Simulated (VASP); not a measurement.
The system is Ga4As3P.

```xyz
8
Lattice="3.8849 0.0000 0.0000 0.0000 3.8849 0.0000 0.0000 0.0000 10.9882" Properties=species:S:1:pos:R:3 pbc="T T T"
Ga    1.9425    0.0000    9.6147
Ga    0.0000    1.9425    1.3735
Ga    1.9425    0.0000    4.1206
Ga    0.0000    1.9425    6.8676
P     1.9425    1.9425    0.0000
As    0.0000    0.0000    2.7471
As    1.9425    1.9425    5.4941
As    0.0000    0.0000    8.2412
```

* Program: VASP 6.6.1
* Task: relaxation of cell and atoms
* Functional: PBE
* Potentials or basis: VASP PAW PBE potentials, release 64 (Ga_d, P, As)
* Cutoff: 600 eV
* k mesh: 4 × 4 × 2
* Occupations: gaussian, width 0.1 eV
* Spin: no spin polarisation

At the start: pressure 8.8 GPa; volume 20.73 Å³/atom.

**Question.** How do energy, volume and symmetry change on relaxing?

**Answer.** Over 10 steps the energy falls by 65.5 meV/atom and the volume is 22.97 Å³/atom (+10.8 %); space group P-4m2 (No. 115, to 0.1 Å) before and after.

Step by step:
| step | energy change (eV) | largest force (eV/Å) | pressure (GPa) | volume (Å³) |
| --- | --- | --- | --- | --- |
| 1 | 0.0000 | 0.8503 | 8.77 | 165.84 |
| 2 | -0.4004 | 0.2075 | -2.93 | 194.58 |
| 3 | -0.4945 | 0.3257 | -0.20 | 184.84 |
| 4 | -0.4943 | 0.3346 | 0.04 | 184.44 |
| 5 | -0.5067 | 0.1969 | 0.02 | 184.16 |
| 6 | -0.5163 | 0.1625 | 0.16 | 183.71 |
| 7 | -0.5169 | 0.1597 | 0.20 | 183.57 |
| 8 | -0.5219 | 0.0885 | -0.16 | 184.45 |
| 9 | -0.5224 | 0.0744 | -0.25 | 184.76 |
| 10 | -0.5237 | 0.0370 | 0.12 | 183.74 |

Final structure:
```xyz
8
Lattice="4.0433 0.0000 0.0000 0.0000 4.0433 0.0000 0.0000 0.0000 11.2388" Properties=species:S:1:pos:R:3 pbc="T T T"
Ga    2.0217    0.0000    9.9089
Ga    0.0000    2.0217    1.3298
Ga    2.0217    4.0433    4.1879
Ga    0.0000    2.0217    7.0509
P     2.0217    2.0217    0.0000
As    0.0000    4.0433    2.7580
As    2.0217    2.0217    5.6194
As    4.0433    0.0000    8.4808
```
